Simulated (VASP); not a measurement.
A run of VASP 6.6.1 is set up as follows.

The input INCAR:

```
SYSTEM = KI
ALGO = Normal ; DIPOL = 0.5 0.5 0.294
EDIFF = 1E-7 ; ENCUT = 520
GGA = PE ; IDIPOL = 3
ISIF = 2 ; ISMEAR = 0
LASPH = .True. ; LCHARG = .False.
LDIPOL = .True. ; LREAL = .False.
LWAVE = .False. ; NBANDS = 15
NELM = 80 ; PREC = Accurate
SIGMA = 0.02
```

Contents of KPOINTS:

```
k-points
0
Gamma
  6 6 1
  0 0 0
```

POSCAR

```
KI
1.0
    4.8873333051      0.3066209021      0.0000000000
   -0.3147211733      4.8868183715      0.0000000000
    0.0000000000      0.0000000000     23.8000000000
K I
1 1
Direct
    0.0000000000      0.0000000000      0.2941176471
    0.5000000000      0.5000000000      0.2941176471
```

Potentials or basis: VASP PAW PBE potentials, release 64 (K_sv, I).

The run is started by

```sh
$ cat potpaw_PBE.64/K_sv/POTCAR potpaw_PBE.64/I/POTCAR > POTCAR
$ mpirun -np 1 vasp_std > vasp.out
```

**Question.** Estimate the band gap on the k mesh.

**Answer.** 4.02 eV (least direct gap 4.03 eV).

Caveat: spin-orbit coupling is left out, which moves the levels of the heavy elements.
